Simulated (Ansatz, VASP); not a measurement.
# CdSe: VASP beside Ansatz

The input INCAR:

```
SYSTEM = CdSe
  ALGO = Normal
  EDIFF = 1E-7
  ENCUT = 520
  GGA = PE
  ISIF = 2
  ISMEAR = 0
  LASPH = .TRUE.
  LCHARG = .FALSE.
  LREAL = .FALSE.
  LWAVE = .FALSE.
  NBANDS = 26
  NELM = 80
  PREC = Accurate
  SIGMA = 0.05
```

Contents of KPOINTS:

```
k-points
0
G
  12 12 4
  0 0 0
```

POSCAR

```
CdSe
1.0
    4.4196476438      0.0000000000      0.0000000000
   -2.2098238219      3.8275271353      0.0000000000
    0.0000000000      0.0000000000      6.6358812954
Cd Se
2 2
Direct
    0.6666666667      0.3333333333      0.0000000000
    0.3333333333      0.6666666667      0.5000000000
    0.6666666667      0.3333333333      0.3750000000
    0.3333333333      0.6666666667      0.8750000000
```

Input for Ansatz:

```yaml
crystal:
  lattice:
    - [4.4196476438, 0.0, 0.0]
    - [-2.2098238219, 3.8275271353, 0.0]
    - [0.0, 0.0, 6.6358812954]
  atoms:
    - { symbol: Cd, position: [0.6666666667, 0.3333333333, 0.0] }
    - { symbol: Cd, position: [0.3333333333, 0.6666666667, 0.5] }
    - { symbol: Se, position: [0.6666666667, 0.3333333333, 0.375] }
    - { symbol: Se, position: [0.3333333333, 0.6666666667, 0.875] }
basis:
  ecutwfc: 420
kpoints:
  mp_grid: { grid: [12, 12, 4] }
hamiltonian:
  xc: pbe
scf:
  occupations: { method: gaussian, width: 0.05 }
output:
  forces: true
  stress: true
  eigenvalues: true
```

Alike in both runs: task single point; functional PBE; k mesh 12 × 12 × 4; occupations gaussian, width 0.05 eV; no spin polarisation.

|  | VASP | Ansatz |
| --- | --- | --- |
| version | VASP 6.6.1 | Ansatz 0.2.0 |
| potentials or method | VASP PAW PBE potentials, release 64 (Cd, Se), cutoff 520 eV | scalar-relativistic, plane waves, PAW |
| valence electrons in the cell | 36 | 72 |

```tsv
	VASP	Ansatz	Ansatz less VASP
gap on the k mesh at the Fermi level (eV)	0.69	0.69	+0.003
least direct gap on the mesh (eV)	0.69	0.69	+0.003
pressure (GPa)	4.1	3.8	-0.34
traceless stress, the component that is largest in VASP (GPa)	6.50	6.34	-0.161
rms of the force components (eV/Å)	0.550	0.532	-0.0184
```

Atom by atom the forces differ by 0.018 eV/Å (rms over components). With one functional, cell and mesh, what is left measures potentials, basis and numerics. VASP's potentials hold 36 valence electrons a cell and Ansatz's 72, so a difference there can come from the potentials and not from the codes.
